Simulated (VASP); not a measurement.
A run of VASP 6.6.1 is set up as follows.

POSCAR

```
Sb
1.0
    2.1054492194      1.2155816736      3.5063749064
   -2.1054492194      1.2155816736      3.5063749064
    0.0000000000     -2.4311633471      3.5063749064
Sb
2
Direct
    0.2406778883      0.2406778883      0.2406778883
    0.7593221117      0.7593221117      0.7593221117
```

INCAR.step1

```
ALGO = Normal
EDIFF = 1E-4
ENCUT = 520
GGA = PE
ISMEAR = -1
LASPH = True
LCHARG = False
LREAL = False
LWAVE = True
NBANDS = 12
NELM = 80
PREC = Accurate
SIGMA = 0.1
```

INCAR.step2

```
ALGO = Normal
EDIFF = 1E-7
ENCUT = 520
ISIF = 2
ISMEAR = -1
ISTART = 1
IVDW = 12
LASPH = True
LCHARG = False
LMIXTAU = True
LREAL = False
LWAVE = False
METAGGA = R2SCAN
NBANDS = 12
NELM = 80
PREC = Accurate
SIGMA = 0.1
VDW_A1 = 0.49484001
VDW_A2 = 5.73083694
VDW_S6 = 1.0
VDW_S8 = 0.78981345
```

File KPOINTS:

```
k-points
0
Gamma
  12 12 12
```

Potentials or basis: VASP PAW PBE potentials, release 64 (Sb).

Run with:

```sh
$ cat potpaw_PBE.64/Sb/POTCAR > POTCAR
$ cp INCAR.step1 INCAR
$ mpirun -np 1 vasp_std > vasp.out
$ cp INCAR.step2 INCAR
$ mpirun -np 1 vasp_std > vasp.out
```

(1) What does it give for the dispersion energy per atom?

(2) Predict the band gap on the k mesh.

(3) What does it give for the largest force?

(4) Predict the pressure.

Answers

(1) -0.248 eV.

(2) zero (bands 5 and 6 overlap by 0.72 eV).

(3) 0.046 eV/Å.

(4) 6.7 GPa.

Caveat: the cell stands under pressure; the PAW data sets were made with another functional, which shifts forces and pressure a little; spin-orbit coupling is left out, which moves the levels of the heavy elements.
